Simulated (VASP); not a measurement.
Wanted: the native input for a VASP 6.6.1 run.

* Task: single point
* Functional: r2SCAN
* Potentials or basis: VASP PAW PBE potentials, release 64 (Cd, Br)
* Cutoff: 520 eV
* k mesh: 7 × 7 × 4
* Occupations: fermi-dirac, width 0.05 eV
* Spin: no spin polarisation
* Dipole correction: no
* Further INCAR settings: ALGO = Normal; EDIFF = 1e-06; NBANDS = 22

Crystal: Cd2Br.

```
Cd Br
1.0
     3.93886    0.00000    0.00000
    -1.96943    3.41115    0.00000
     0.00000    0.00000    6.24579
Cd Br
2 1
Direct
  0.00683 0.00352 0.19080
  0.00341 0.99183 0.81229
  0.99658 0.99784 0.50201
```

These files were run (other wordings do the same):

POSCAR

```
Cd2Br
1.0
    3.9388559700      0.0000000000      0.0000000000
   -1.9694279800      3.4111493300      0.0000000000
    0.0000000000      0.0000000000      6.2457906100
Cd Br
2 1
Direct
    0.0068250000      0.0035250000      0.1907980000
    0.0034130000     -0.0081730000      0.8122860000
   -0.0034190000     -0.0021650000      0.5020080000
```

INCAR.step1

```
ALGO = Normal ; EDIFF = 1E-4
ENCUT = 520 ; GGA = PE
ISMEAR = -1 ; LASPH = T
LCHARG = F ; LREAL = F
LWAVE = T ; NBANDS = 22
NELM = 60 ; PREC = Accurate
SIGMA = 0.05
```

INCAR.step2

```
ALGO = Normal ; EDIFF = 1E-6
ENCUT = 520 ; ISIF = 2
ISMEAR = -1 ; ISTART = 1
LASPH = T ; LCHARG = T
LELF = T ; LMIXTAU = T
LREAL = F ; LVHAR = T
LWAVE = F ; METAGGA = R2SCAN
NBANDS = 22 ; NELM = 60
PREC = Accurate ; SIGMA = 0.05
```

KPOINTS

```
k-points
0
Gamma
  7 7 4
```

Potentials or basis: VASP PAW PBE potentials, release 64 (Cd, Br).

Launch:

```console
$ cat potpaw_PBE.64/Cd/POTCAR potpaw_PBE.64/Br/POTCAR > POTCAR
$ cp INCAR.step1 INCAR
$ mpirun -np 1 vasp_std > vasp.out
$ cp INCAR.step2 INCAR
$ mpirun -np 1 vasp_std > vasp.out
```

Results of the run:

```yaml
Pressure: 47.2 GPa
Largest_force: 14.765 eV/Å
```

Caveat: the PAW data sets were made with another functional, which shifts forces and pressure a little; an odd number of electrons without spin polarisation forces a metal; a magnetic or distorted state may lie lower.

Wall time 7.1 min on 1 thread of AMD EPYC 7R43 64-Core Processor (Zen 3), on a shared host, peak memory 0.29 GiB.
